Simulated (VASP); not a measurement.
Runs of VASP 6.6.1 on NaI. The structure is that of space group Pm-3m (No. 221), or close to it. The cells are those of the table. 

```csv
level,cell,gap on the mesh (eV),pressure (GPa)
PBE,"a = 4.021 Å, 2 atoms",2.32,(a)
PBE,"a = 4.041 Å, 2 atoms",(c),0.3
PBE,"a = 3.979 Å, 2 atoms",2.37,1.2
r2SCAN,"a = 3.958 Å, 2 atoms",3.19,1.2
PBE,"a = 4.103 Å, 2 atoms",2.23,-0.4
r2SCAN,"a = 4.000 Å, 2 atoms",3.13,0.5
r2SCAN,"a = 4.041 Å, 2 atoms",3.07,0.0
r2SCAN,"a = 4.120 Å, 2 atoms",(b),-1.0
```

Alike in all rows: task single point; potentials or basis VASP PAW PBE potentials, release 64 (Na_pv, I); no spin polarisation; k mesh 6 × 6 × 6; cutoff (eV) 520; smearing gaussian 0.01 eV.

Task: Estimate the missing entries.

Result: (a) 0.6; (b) 2.97; (c) 2.30.

Caveats: spin-orbit coupling is left out, which moves the levels of the heavy elements; the PAW data sets were made with another functional, which shifts forces and pressure a little (some runs).

A k mesh can miss the band edges, and the runs leave out spin-orbit coupling on I.
